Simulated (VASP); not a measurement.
Input of a VASP 6.6.1 run:

POSCAR

```
Si
1.0
    0.0000000000      2.8309895551      2.7221053414
    2.8309895551      0.0000000000      2.7221053414
    2.8309895551      2.8309895551      0.0000000000
Si
2
Direct
    0.5000000000      0.5000000000      0.5000000000
    0.7500000000      0.7500000000      0.7500000000
```

File INCAR.step1:

```
PREC = Accurate ; ENCUT = 520
ISMEAR = 0 ; SIGMA = 0.05
LREAL = False ; LASPH = True
NELM = 80 ; NBANDS = 11
GGA = PE ; ALGO = Normal
EDIFF = 1E-4 ; LWAVE = True
LCHARG = False
```

INCAR.step2

```
PREC = Accurate ; ENCUT = 520
EDIFF = 1E-6 ; ISMEAR = 0
SIGMA = 0.05 ; LREAL = False
LASPH = True ; NELM = 80
ALGO = Normal ; ISIF = 2
LWAVE = False ; LCHARG = False
METAGGA = R2SCAN ; LMIXTAU = True
NBANDS = 11 ; ISTART = 1
```

File KPOINTS:

```
Automatic mesh
0
Gamma
  8 8 8
```

Potentials or basis: VASP PAW PBE potentials, release 64 (Si).

The run is started by

```bash
$ cat potpaw_PBE.64/Si/POTCAR > POTCAR
$ cp INCAR.step1 INCAR
$ mpirun -np 1 vasp_std > vasp.out
$ cp INCAR.step2 INCAR
$ mpirun -np 1 vasp_std > vasp.out
```

**Question.** Estimate the pressure.

**Answer.** -6.7 GPa.

**Question.** What does it give for the band gap on the k mesh?

**Answer.** 0.52 eV, indirect (least direct gap 2.43 eV).

Stress tensor (GPa, compression positive):
```
-7.94  0.00  0.00
 0.00 -7.94  0.00
 0.00  0.00 -4.09
```

Caveat: the cell differs from its parent crystal (strain +0.040 along x and y, +0.000 along z); the PAW data sets were made with another functional, which shifts forces and pressure a little. A k mesh can miss the band edges.
